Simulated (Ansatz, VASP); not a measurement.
**Nb in VASP and in Ansatz**

INCAR

```
SYSTEM = Nb
PREC     = Accurate       ! precision mode
ENCUT    = 500            ! plane-wave cutoff, eV
EDIFF    = 1E-6           ! SCF threshold, eV
ISMEAR   = 0              ! smearing method
SIGMA    = 0.025          ! smearing width, eV
LREAL    = .FALSE.        ! projectors in reciprocal space
LASPH    = .TRUE.         ! aspherical terms in the spheres
NELM     = 120            ! most SCF steps
ALGO     = Normal         ! electronic algorithm
ISIF     = 2              ! what is computed and relaxed
LWAVE    = .FALSE.        ! write WAVECAR
LCHARG   = .TRUE.         ! write CHGCAR
GGA      = PE             ! functional
LELF     = .TRUE.         ! ELF
LVHAR    = .TRUE.       
NBANDS   = 12             ! bands
GGA_COMPAT= .FALSE.
```

Contents of KPOINTS:

```
regular mesh
0
G
  11 11 11
  0 0 0
```

The input POSCAR:

```
Nb
1.0
   -1.6639500000      1.6639500000      1.6639500000
    1.6639500000     -1.6639500000      1.6639500000
    1.6639500000      1.6639500000     -1.6639500000
Nb
1
Direct
    0.0000000000      0.0000000000      0.0000000000
```

The input input.yaml:

```yaml
crystal:
  lattice:
    - [-1.66395, 1.66395, 1.66395]
    - [1.66395, -1.66395, 1.66395]
    - [1.66395, 1.66395, -1.66395]
  atoms:
    - { symbol: Nb, position: [0.0, 0.0, 0.0] }
kpoints:
  mp_grid: { grid: [11, 11, 11] }
scf:
  occupations: { method: gaussian, width: 0.025 }
hamiltonian:
  xc: pbe
  pseudopotentials: { kind: all_electron, lapw: { basis_error: 0.001 } }
output:
  forces: true
  stress: true
  eigenvalues: true
```

Alike in both runs: task single point; functional PBE; k mesh 11 × 11 × 11; occupations gaussian, width 0.025 eV; no spin polarisation.

|  | VASP | Ansatz |
| --- | --- | --- |
| version | VASP 6.6.1 | Ansatz 0.2.0 |
| potentials or method | VASP PAW PBE potentials, release 64 (Nb_sv), cutoff 500 eV | all-electron LAPW, scalar-relativistic |

|  | VASP | Ansatz | Ansatz less VASP |
| --- | --- | --- | --- |
| gap on the k mesh at the Fermi level (eV) | none | none | - |
| pressure (GPa) | -2.1 | -1.7 | +0.38 |

A gap of «none» marks a metal or a gap that the smearing closes. Ansatz ran all-electron here, and VASP with PAW potentials.
